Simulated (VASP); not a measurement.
# Cu in VASP: single point with r2SCAN

Aim: the single point of Cu with r2SCAN.

Program: VASP 6.6.1. These are calculated values, not measurements. Logs are shortened: lines on timing, memory, paths and dates and some standing lists are left out, and cuts for length are marked.

### Step 1. The cell of the first run

The cell holds a slab with vacuum, 11 atoms: a = 2.556 Å, b = 2.556 Å, c = 32.075 Å, α = 90.00°, β = 90.00°, γ = 90.00°.

### Step 2. Single point, r2SCAN

File POSCAR:

```
Cu
1.0
    2.5561910000      0.0000000000      0.0000000000
    0.0000000000      2.5561910000      0.0000000000
    0.0000000000      0.0000000000     32.0750000000
Cu
11
Direct
    1.0000000000      0.0000000000      0.2264910000
    0.5000000000      0.5000000000      0.2795870000
    0.0000000000      1.0000000000      0.3349230000
    0.5000000000      0.5000000000      0.3900110000
    1.0000000000      1.0000000000      0.4450600000
    0.5000000000      0.5000000000      0.5000000000
    0.0000000000      1.0000000000      0.5549400000
    0.5000000000      0.5000000000      0.6099890000
    0.0000000000      1.0000000000      0.6650770000
    0.5000000000      0.5000000000      0.7204130000
    1.0000000000      1.0000000000      0.7735090000
```

File INCAR.step1:

```
  PREC = Accurate
  ENCUT = 520
  ISMEAR = 0
  SIGMA = 0.1
  LREAL = F
  LASPH = T
  NELM = 80
  LDIPOL = T
  IDIPOL = 3
  DIPOL = 0.5 0.5 0.500
  NBANDS = 72
  GGA = PE
  ALGO = Normal
  EDIFF = 1E-4
  LWAVE = T
  LCHARG = F
  KPAR = 4
```

File INCAR.step2:

```
  PREC = Accurate
  ENCUT = 520
  EDIFF = 1E-6
  ISMEAR = 0
  SIGMA = 0.1
  LREAL = F
  LASPH = T
  NELM = 80
  ALGO = Normal
  ISIF = 2
  LWAVE = F
  LCHARG = T
  LDIPOL = T
  IDIPOL = 3
  DIPOL = 0.5 0.5 0.500
  METAGGA = R2SCAN
  LMIXTAU = T
  LVHAR = T
  LVACPOTAV = T
  NBANDS = 72
  ISTART = 1
  KPAR = 4
```

File KPOINTS:

```
regular mesh
0
Gamma
  15 15 1
```

Potentials or basis: VASP PAW PBE potentials, release 64 (Cu).

Run with:

```
cat potpaw_PBE.64/Cu/POTCAR > POTCAR
cp INCAR.step1 INCAR
mpirun -np 4 vasp_std > vasp.out
cp INCAR.step2 INCAR
mpirun -np 4 vasp_std > vasp.out
```

OUTCAR:

```text
PREC = Accurate
   ENCUT = 520
   EDIFF = 1E-6
   ISMEAR = 0
   LREAL = F
   LASPH = T
   NELM = 80
   ISIF = 2
   METAGGA = R2SCAN
   ISTART = 1

 ion  position               nearest neighbor table
   1  0.000  0.000  0.226-   2 2.48   2 2.48   2 2.48   2 2.48
   2  0.500  0.500  0.280-   1 2.48   1 2.48   1 2.48   1 2.48   3 2.53   3 2.53   3 2.53   3 2.53

   3  0.000  0.000  0.335-   4 2.53   4 2.53   4 2.53   4 2.53   2 2.53   2 2.53   2 2.53   2 2.53

   4  0.500  0.500  0.390-   5 2.53   5 2.53   5 2.53   5 2.53   3 2.53   3 2.53   3 2.53   3 2.53

   5  0.000  0.000  0.445-   6 2.52   6 2.52   6 2.52   6 2.52   4 2.53   4 2.53   4 2.53   4 2.53

   6  0.500  0.500  0.500-   5 2.52   7 2.52   5 2.52   7 2.52   5 2.52   7 2.52   5 2.52   7 2.52

   7  0.000  0.000  0.555-   6 2.52   6 2.52   6 2.52   6 2.52   8 2.53   8 2.53   8 2.53   8 2.53

   8  0.500  0.500  0.610-   7 2.53   7 2.53   7 2.53   7 2.53   9 2.53   9 2.53   9 2.53   9 2.53

   9  0.000  0.000  0.665-   8 2.53   8 2.53   8 2.53   8 2.53  10 2.53  10 2.53  10 2.53  10 2.53

  10  0.500  0.500  0.720-  11 2.48  11 2.48  11 2.48  11 2.48   9 2.53   9 2.53   9 2.53   9 2.53

  11  0.000  0.000  0.774-  10 2.48  10 2.48  10 2.48  10 2.48

  LATTYP: Found a simple tetragonal cell.
 ALAT       =     2.5561910000
 C/A-ratio  =    12.5479668773

  Lattice vectors:

 A1 = (   2.5561910000,   0.0000000000,   0.0000000000)
 A2 = (   0.0000000000,   2.5561910000,   0.0000000000)
 A3 = (   0.0000000000,   0.0000000000,  32.0750000000)

Analysis of symmetry for initial positions (statically):
=====================================================================
 Subroutine PRICEL returns:
 Original cell was already a primitive cell.

 Routine SETGRP: Setting up the symmetry group for a
 simple tetragonal supercell.

 Subroutine GETGRP returns: Found 16 space group operations
 (whereof 16 operations were pure point group operations)
 out of a pool of 16 trial point group operations.

The static configuration has the point symmetry D_4h.

Analysis of symmetry for dynamics (positions and initial velocities):
=====================================================================
 Subroutine PRICEL returns:
 Original cell was already a primitive cell.

 Routine SETGRP: Setting up the symmetry group for a
 simple tetragonal supercell.

 Subroutine GETGRP returns: Found 16 space group operations
 (whereof 16 operations were pure point group operations)
 out of a pool of 16 trial point group operations.

The dynamic configuration has the point symmetry D_4h.

 Subroutine INISYM returns: Found 16 space group operations
 (whereof 16 operations are pure point group operations),
 and found     1 'primitive' translations

----------------------------------------------------------------------------------------

                                     Primitive cell

  volume of cell :     209.5817

  direct lattice vectors                    reciprocal lattice vectors
     2.556191000  0.000000000  0.000000000     0.391207073  0.000000000  0.000000000
     0.000000000  2.556191000  0.000000000     0.000000000  0.391207073  0.000000000
     0.000000000  0.000000000 32.075000000     0.000000000  0.000000000  0.031176929

  length of vectors
     2.556191000  2.556191000 32.075000000     0.391207073  0.391207073  0.031176929

  position of ions in fractional coordinates (direct lattice)
     0.000000000  0.000000000  0.226491000
     0.500000000  0.500000000  0.279587000
     0.000000000  0.000000000  0.334923000
     0.500000000  0.500000000  0.390011000
     0.000000000  0.000000000  0.445060000
     0.500000000  0.500000000  0.500000000
     0.000000000  0.000000000  0.554940000
     0.500000000  0.500000000  0.609989000
     0.000000000  0.000000000  0.665077000
     0.500000000  0.500000000  0.720413000
     0.000000000  0.000000000  0.773509000

  ion indices of the primitive-cell ions
   primitive index   ion index
                 1           1
                 2           2
                 3           3
                 4           4
                 5           5
                 6           6
                 7           7
                 8           8
                 9           9
                10          10
                11          11

----------------------------------------------------------------------------------------

 KPOINTS: regular mesh

Automatic generation of k-mesh.
 Grid dimensions read from file:
 generate k-points for:   15   15    1

 Generating k-lattice:

  Cartesian coordinates                     Fractional coordinates (reciprocal lattice)
     0.026080472  0.000000000  0.000000000     0.066666667  0.000000000  0.000000000
     0.000000000  0.026080472  0.000000000     0.000000000  0.066666667  0.000000000
     0.000000000  0.000000000  0.031176929     0.000000000  0.000000000  1.000000000

  Length of vectors
     0.026080472  0.026080472  0.031176929

  Shift w.r.t. Gamma in fractional coordinates (k-lattice)
     0.000000000  0.000000000  0.000000000

 Subroutine IBZKPT returns following result:
 ===========================================

 Found     36 irreducible k-points:

 Following reciprocal coordinates:
            Coordinates               Weight
  0.000000  0.000000  0.000000      1.000000
  0.066667  0.000000  0.000000      4.000000
  0.133333  0.000000  0.000000      4.000000
  0.200000  0.000000  0.000000      4.000000
  0.266667  0.000000  0.000000      4.000000
  0.333333  0.000000  0.000000      4.000000
[... 16 lines left out ...]
  0.266667  0.200000  0.000000      8.000000
  0.333333  0.200000  0.000000      8.000000
 [... further k-points ...]
   k-points           NKPTS =     36   k-points in BZ     NKDIM =     36   number of bands    NBANDS=     72
   number of dos      NEDOS =    301   number of ions     NIONS =     11
   total plane-waves  NPLWV =  96000
   dimension x,y,z NGX =    20 NGY =   20 NGZ =  240
   dimension x,y,z NGXF=    40 NGYF=   40 NGZF=  480
   ions per type =              11
   NGX,Y,Z   is equivalent  to a cutoff of  13.01, 13.01, 12.44 a.u.
   NGXF,Y,Z  is equivalent  to a cutoff of  26.01, 26.01, 24.88 a.u.
 SYSTEM =  unknown system
   PREC   = accura    normal or accurate (medium, high low for compatibility)
   ISTART =      1    job   : 0-new  1-cont  2-samecut
   ICHARG =      0    charge: 1-file 2-atom 10-const
   ISPIN  =      1    spin polarized calculation?
   LNONCOLLINEAR =      F non collinear calculations
   LSORBIT =      F    spin-orbit coupling
   LASPH  =      T    aspherical Exc in radial PAW
   ENCUT  =  520.0 eV  38.22 Ry    6.18 a.u.   4.75  4.75 59.64*2*pi/ulx,y,z
   NELM   =     80;   NELMIN=  2; NELMDL=  0     # of ELM steps
   EDIFF  = 0.1E-05   stopping-criterion for ELM
   LREAL  =      F    real-space projection
   EDIFFG = 0.1E-04   stopping-criterion for IOM
   NSW    =      0    number of steps for IOM
   IBRION =     -1    ionic relax: 0-MD 1-quasi-New 2-CG
   NFREE  =      0    steps in history (QN), initial steepest desc. (CG)
   ISIF   =      2    stress and relaxation
   ISYM   =      2    0-nonsym 1-usesym 2-fastsym
   POTIM  = 0.5000    time-step for ionic-motion
   TEBEG  =    0.0;   TEEND  =   0.0 temperature during run
   PSTRESS=    0.0 pullay stress
   NELECT =     121.0000    total number of electrons
   NUPDOWN=      -1.0000    fix difference up-down
   EMIN   =  10.00;   EMAX   =-10.00  energy-range for DOS
   EFERMI =   0.00;   METHOD = LEGACY
   ISMEAR =     0;   SIGMA  =   0.10  broadening in eV -4-tet -1-fermi 0-gaus
   EFERMI_NEDOS =   21; number of points for ismear=-14 and -15
   IALGO  =     38    algorithm
   IMIX   =      4    mixing-type and parameters
     AMIX     =   0.40;   BMIX     =  1.00
     AMIX_MAG =   1.60;   BMIX_MAG =  1.00
  volume/ion in A,a.u.               =      19.05       128.58
  Fermi-wavevector in a.u.,A,eV,Ry     =   1.363177  2.576031 25.283041  1.858251
  Thomas-Fermi vector in A             =   2.489602
   LORBIT       =      0    0 simple, 1 ext, 2 COOP (PROOUT), +10 PAW based schemes
   METAGGA = R2SCAN    functional components
   LHFCALC =     F    Hartree Fock is set to
   AEXX    =    0.0000 exact exchange contribution
   IVDW    =     0    specifies the selected vdW correction
   LEPSILON=     F    determine dielectric tensor
   LRPA    =     F    only Hartree local field effects (RPA)
 non-spin polarized calculation
 Gauss-broadening in eV      SIGMA  =   0.10
  energy-cutoff  :      520.00
  volume of cell :      209.58
 maximum number of plane-waves:      5689
 NGX is ok and might be reduce to    20
   NGX =  9   NGY =  9   NGZ =119

 number of electron     120.9999809 magnetization

 dipolmoment           0.000000      0.000000      0.000000 electrons x Angstroem

 Free energy of the ion-electron system (eV)
  ---------------------------------------------------
  ext. energy  EPLUGINS =         0.00000000
  ---------------------------------------------------
  free energy    TOTEN  =      -117.69200131 eV

  energy without entropy =     -117.66935853  energy(sigma->0) =     -117.68067992

 E-fermi :   2.9114     XC(G=0):  -8.9371

 val. band max:        2.9065690765   @ k =   0.4667   0.0000   0.0000
 cond. band min:       2.9453459399   @ k =   0.4000   0.0667   0.0000
 fundamental gap:      0.0387768634
 Fermi energy:         2.9113852369

 k-point     1 :       0.0000    0.0000    0.0000
  band No.  band energies     occupation
      1      -6.8674      2.00000
      2      -6.5612      2.00000
      3      -6.0885      2.00000
      4      -5.4346      2.00000
      5      -4.6255      2.00000
      6      -3.7462      2.00000
[... 64 lines left out ...]
     71      10.4108      0.00000
     72      11.4191      0.00000
[... 1723 lines left out ...]
     71       9.6473      0.00000
     72       9.8001      0.00000

 [... further k-points ...]

------------------------ aborting loop because EDIFF is reached ----------------------------------------

  FORCE on cell =-STRESS in cart. coord.  units (eV):
  Direction    XX          YY          ZZ          XY          YZ          ZX
  --------------------------------------------------------------------------------------
  -------------------------------------------------------------------------------------
  Total       -2.3194646     -2.3194646      0.4740014      0.0000000      0.0000000     -0.0000000
  in kB      -17.7314834    -17.7314834      3.6235721      0.0000000      0.0000000     -0.0000000
  external PRESSURE =     -10.6131316 kB  Pullay stress =       0.0000000 kB

 VOLUME and BASIS-vectors are now :
 -----------------------------------------------------------------------------
  energy-cutoff  :      520.00
  volume of cell :      209.58
      direct lattice vectors                 reciprocal lattice vectors
     2.556191000  0.000000000  0.000000000     0.391207073  0.000000000  0.000000000
     0.000000000  2.556191000  0.000000000     0.000000000  0.391207073  0.000000000
     0.000000000  0.000000000 32.075000000     0.000000000  0.000000000  0.031176929

 POSITION                                       TOTAL-FORCE (eV/Angst)
 -----------------------------------------------------------------------------------
      0.00000      0.00000      7.26470        -0.000000      0.000000     -0.021398
      1.27810      1.27810      8.96775        -0.000000      0.000000     -0.006119
      0.00000      0.00000     10.74266        -0.000000     -0.000000      0.014534
      1.27810      1.27810     12.50960        -0.000000     -0.000000     -0.011327
      0.00000      0.00000     14.27530        -0.000000     -0.000000      0.004817
      1.27810      1.27810     16.03750        -0.000000     -0.000000      0.000000
      0.00000      0.00000     17.79970        -0.000000     -0.000000     -0.004817
      1.27810      1.27810     19.56540        -0.000000     -0.000000      0.011327
      0.00000      0.00000     21.33234        -0.000000      0.000000     -0.014534
      1.27810      1.27810     23.10725         0.000000     -0.000000      0.006119
      0.00000      0.00000     24.81030         0.000000      0.000000      0.021398
 -----------------------------------------------------------------------------------
    total drift:                               -0.000000      0.000000      0.000000

  FREE ENERGIE OF THE ION-ELECTRON SYSTEM (eV)
  ---------------------------------------------------
  free  energy   TOTEN  =      -117.6920013113 eV

  energy  without entropy=     -117.6693585275  energy(sigma->0) =     -117.68067992

 vacuum level on the upper side and lower side of the slab         7.425         7.425
```

Run time: 16 min. Hardware: 4 MPI ranks of Intel Xeon Platinum 8259CL at 2.50GHz (Skylake/Cascade Lake), shared host; peak memory 0.58 GiB.

What came out:

| Quantity | Value |
| --- | --- |
| Free energy | -117.6920 eV |
| Largest force | 0.021 eV/Å |
| Band gap on the k mesh | zero (an odd number of electrons rules out a gap without spin polarisation) |

Forces on the atoms (eV/Å):
```
Cu   0.000  0.000 -0.021
Cu   0.000  0.000 -0.006
Cu   0.000  0.000  0.015
Cu   0.000  0.000 -0.011
Cu   0.000  0.000  0.005
Cu   0.000  0.000  0.000
Cu   0.000  0.000 -0.005
Cu   0.000  0.000  0.011
Cu   0.000  0.000 -0.015
Cu   0.000  0.000  0.006
Cu   0.000  0.000  0.021
```

Levels at points of the mesh, in eV from the Fermi level:
```tsv
k point	band 57	band 58	band 59	band 60	band 61	band 62	band 63	band 64	band 65	band 66
(0.00, 0.00, 0.00)	-1.76	-1.62	-1.62	-1.61	-1.61	-1.59	-1.59	-1.00	0.16	1.15
```

Caveat: the PAW data sets were made with another functional, which shifts forces and pressure a little.

The gap in the log of VASP goes by the Fermi energy; the results here count the filled bands.